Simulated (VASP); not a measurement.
# Ga3HN3 in VASP: single point with PBE

Aim: the single point of Ga3HN3 with PBE.

Everything below comes from runs of VASP 6.6.1. Logs are shortened: lines on timing, memory, paths and dates and some standing lists are left out, and cuts for length are marked.

## 1. The cell of the first run

The cell holds a slab with vacuum, 7 atoms: a = 3.217 Å, b = 3.217 Å, c = 21.220 Å, α = 90.00°, β = 90.00°, γ = 90.00°.

## 2. Single point, PBE, collinear spin

INCAR reads:

```
PREC = Accurate
ENCUT = 520
EDIFF = 1E-6
ISMEAR = 0
SIGMA = 0.05
LREAL = F
LASPH = T
NELM = 200
ALGO = Normal
ISIF = 2
LWAVE = F
LCHARG = T
ISPIN = 2
MAGMOM = 0 0 0 0 0 0 1
LORBIT = 11
LDIPOL = T
IDIPOL = 3
DIPOL = 0.5 0.5 0.349
GGA = PE
LELF = T
LVHAR = T
LVACPOTAV = T
NBANDS = 40
GGA_COMPAT = F
NELMDL = -8
```

KPOINTS reads:

```
Automatic mesh
0
Gamma
  8 8 1
```

POSCAR reads:

```
Ga3HN3
1.0
    3.2165072845      0.0000000000      0.0000000000
    0.0000000000      3.2165072845      0.0000000000
    0.0000000000      0.0000000000     21.2198073008
N Ga H
3 3 1
Direct
    0.0000000000      0.5000000000      0.1885031256
    0.5000000000      0.0000000000      0.2956866679
    0.0000000000      0.5000000000      0.4029970648
    0.5000000000      0.5000000000      0.2420948967
    0.0000000000      0.0000000000      0.3470972837
    0.5000000000      0.5000000000      0.4580535140
    0.8750000000      0.7500000000      0.5093494150
```

Potentials or basis: VASP PAW PBE potentials, release 64 (N, Ga_d, H).

The run is started by

```console
cat potpaw_PBE.64/N/POTCAR potpaw_PBE.64/Ga_d/POTCAR potpaw_PBE.64/H/POTCAR > POTCAR
mpirun -np 1 vasp_std > vasp.out
```

OUTCAR:

```text
PREC = Accurate
   ENCUT = 520
   EDIFF = 1E-6
   ISMEAR = 0
   LREAL = F
   LASPH = T
   NELM = 200
   ISIF = 2
   ISPIN = 2
   LORBIT = 11
   GGA = PE
   NELMDL = -8

 ion  position               nearest neighbor table
   1  0.000  0.500  0.189-   4 1.97   4 1.97
   2  0.500  0.000  0.296-   5 1.94   5 1.94   4 1.97   4 1.97
   3  0.000  0.500  0.403-   6 1.99   6 1.99   5 2.00   5 2.00
   4  0.500  0.500  0.242-   1 1.97   1 1.97   2 1.97   2 1.97
   5  0.000  0.000  0.347-   2 1.94   2 1.94   3 2.00   3 2.00
   6  0.500  0.500  0.458-   7 1.81   3 1.99   3 1.99
   7  0.875  0.750  0.509-   6 1.81

  LATTYP: Found a simple tetragonal cell.
 ALAT       =     3.2165072845
 C/A-ratio  =     6.5971581669

  Lattice vectors:

 A1 = (   3.2165072845,   0.0000000000,   0.0000000000)
 A2 = (   0.0000000000,   3.2165072845,   0.0000000000)
 A3 = (   0.0000000000,   0.0000000000,  21.2198073008)

Analysis of symmetry for initial positions (statically):
=====================================================================
 Subroutine PRICEL returns:
 Original cell was already a primitive cell.

 Routine SETGRP: Setting up the symmetry group for a
 simple tetragonal supercell.

 Subroutine GETGRP returns: Found  1 space group operations
 (whereof  1 operations were pure point group operations)
 out of a pool of 16 trial point group operations.

The static configuration has the point symmetry C_1 .

Analysis of symmetry for dynamics (positions and initial velocities):
=====================================================================
 Subroutine PRICEL returns:
 Original cell was already a primitive cell.

 Routine SETGRP: Setting up the symmetry group for a
 simple tetragonal supercell.

 Subroutine GETGRP returns: Found  1 space group operations
 (whereof  1 operations were pure point group operations)
 out of a pool of 16 trial point group operations.

The dynamic configuration has the point symmetry C_1 .

Analysis of structural, dynamic, and magnetic symmetry:
=====================================================================
 Subroutine PRICEL returns:
 Original cell was already a primitive cell.

 Routine SETGRP: Setting up the symmetry group for a
[... 153 lines left out ...]

 dipolmoment           0.000000      0.000000      0.089140 electrons x Angstroem

 number of electron      55.0000024 magnetization       0.1071410

 dipolmoment           0.000000      0.000000     -0.184242 electrons x Angstroem

 Free energy of the ion-electron system (eV)
  ---------------------------------------------------
  ext. energy  EPLUGINS =         0.00000000
  ---------------------------------------------------
  free energy    TOTEN  =       -33.98702071 eV

  energy without entropy =      -33.98466282  energy(sigma->0) =      -33.98584176

 E-fermi :  -2.2005     XC(G=0):  -4.7350

 val. band max:       -2.2174374084   @ k =   0.5000   0.2500   0.0000
 cond. band min:      -2.1902895047   @ k =   0.0000   0.5000   0.0000
 fundamental gap:      0.0271479037
 Fermi energy:        -2.2004539554

 spin component 1

 k-point     1 :       0.0000    0.0000    0.0000
  band No.  band energies     occupation
      1     -18.7691      1.00000
      2     -18.1630      1.00000
      3     -17.4038      1.00000
      4     -17.3915      1.00000
      5     -17.3464      1.00000
      6     -17.2917      1.00000
[... 997 lines left out ...]
     38       6.5795      0.00000
     39       6.8246      0.00000

 [... further k-points ...]

 spin component 2

 k-point     1 :       0.0000    0.0000    0.0000
  band No.  band energies     occupation
      1     -18.7535      1.00000
      2     -18.1625      1.00000
      3     -17.3835      1.00000
      4     -17.3703      1.00000
      5     -17.3292      1.00000
      6     -17.2793      1.00000
[... 997 lines left out ...]
     38       6.5624      0.00000
     39       6.8476      0.00000

 [... further k-points ...]

 [bands above 39 left out]

------------------------ aborting loop because EDIFF is reached ----------------------------------------

  FORCE on cell =-STRESS in cart. coord.  units (eV):
  Direction    XX          YY          ZZ          XY          YZ          ZX
  --------------------------------------------------------------------------------------
  -------------------------------------------------------------------------------------
  Total       -2.9192005     -0.9903010     -0.6110362     -0.9274915      0.5547150     -2.1814506
  in kB      -21.3041392     -7.2271539     -4.4593030     -6.7687737      4.0482744    -15.9200876
  external PRESSURE =     -10.9968653 kB  Pullay stress =       0.0000000 kB

 VOLUME and BASIS-vectors are now :
 -----------------------------------------------------------------------------
  energy-cutoff  :      520.00
  volume of cell :      219.54
      direct lattice vectors                 reciprocal lattice vectors
     3.216507285  0.000000000  0.000000000     0.310896234  0.000000000  0.000000000
     0.000000000  3.216507285  0.000000000     0.000000000  0.310896234  0.000000000
     0.000000000  0.000000000 21.219807301     0.000000000  0.000000000  0.047125781

 POSITION                                       TOTAL-FORCE (eV/Angst)
 -----------------------------------------------------------------------------------
      0.00000      1.60825      4.00000         0.011280     -0.076005      1.513846
      1.60825      0.00000      6.27441         0.038995     -0.052800      0.774600
      0.00000      1.60825      8.55152         0.346721     -0.620900     -0.102301
      1.60825      1.60825      5.13721         0.007350      0.044911     -2.243908
      0.00000      0.00000      7.36534         0.102114      0.141991     -0.160028
      1.60825      1.60825      9.71981         0.690876      0.789246      0.238740
      2.81444      2.41238     10.80830        -1.197337     -0.226444     -0.020949
 -----------------------------------------------------------------------------------
    total drift:                               -0.000031     -0.000128      0.000318

  FREE ENERGIE OF THE ION-ELECTRON SYSTEM (eV)
  ---------------------------------------------------
  free  energy   TOTEN  =       -33.9870207122 eV

  energy  without entropy=      -33.9846628158  energy(sigma->0) =      -33.98584176

 vacuum level on the upper side and lower side of the slab         2.494         5.717

 total charge

# of ion       s       p       d       tot
------------------------------------------
    1        1.310   2.160   0.000   3.471
    2        1.237   2.486   0.000   3.723
    3        1.246   2.443   0.000   3.689
    4        0.796   0.862  10.146  11.805
    5        0.792   0.857  10.159  11.808
    6        0.854   0.680  10.039  11.572
    7        0.461   0.006   0.000   0.467
--------------------------------------------------
tot          6.697   9.494  30.343  46.535

 magnetization (x)

# of ion       s       p       d       tot
------------------------------------------
    1       -0.002  -0.031   0.000  -0.032
    2        0.000  -0.003   0.000  -0.002
    3        0.002   0.009   0.000   0.011
    4        0.000   0.001  -0.002  -0.001
    5        0.002   0.002   0.001   0.005
    6        0.017   0.042   0.001   0.060
    7        0.000   0.000   0.000   0.000
--------------------------------------------------
tot          0.020   0.021   0.000   0.041
```

stdout:

```text
POSCAR found type information on POSCAR N GaH
 POSCAR found :  3 types and       7 ions
 scaLAPACK will be used
 LDA part: xc-table for (Slater+PW92), standard interpolation
 POSCAR, INCAR and KPOINTS ok, starting setup
 FFT: planning ... GRIDC
 FFT: planning ... GRID_SOFT
 FFT: planning ... GRID
 WAVECAR not read
 entering main loop
 -----------------------------------------------------------------------------
|                                                                             |
|           W    W    AA    RRRRR   N    N  II  N    N   GGGG   !!!           |
|           W    W   A  A   R    R  NN   N  II  NN   N  G    G  !!!           |
|           W    W  A    A  R    R  N N  N  II  N N  N  G       !!!           |
|           W WW W  AAAAAA  RRRRR   N  N N  II  N  N N  G  GGG   !            |
|           WW  WW  A    A  R   R   N   NN  II  N   NN  G    G                |
|           W    W  A    A  R    R  N    N  II  N    N   GGGG   !!!           |
|                                                                             |
|     Did not find any points to average over, which means that no vacuum     |
|     field-free region was found. Please increase the size of  your cell     |
|     in the dimension of the dipole correction to obtain accurate            |
|     workfunction values.                                                    |
|                                                                             |
 -----------------------------------------------------------------------------
```

Run time: 38 min. Hardware: 1 thread of Oxide Virtual Turin-like, shared host; peak memory 0.61 GiB.

What came out:

```yaml
Free_energy: -33.9870 eV
Largest_force: 2.244 eV/Å
Net_moment: 0.11 μB per cell
Site_moments: N -0.03, -0.00, +0.01; Ga -0.00, +0.01, +0.06; H +0.00 μB
Valence_electrons_inside_the_program's_atomic_spheres: N 3.47, 3.72, 3.69; Ga 11.80, 11.81, 11.57; H 0.47
```

Forces on the atoms (eV/Å):
```
N    0.011 -0.076  1.514
N    0.039 -0.053  0.775
N    0.347 -0.621 -0.102
Ga   0.007  0.045 -2.244
Ga   0.102  0.142 -0.160
Ga   0.691  0.789  0.239
H   -1.197 -0.226 -0.021
```
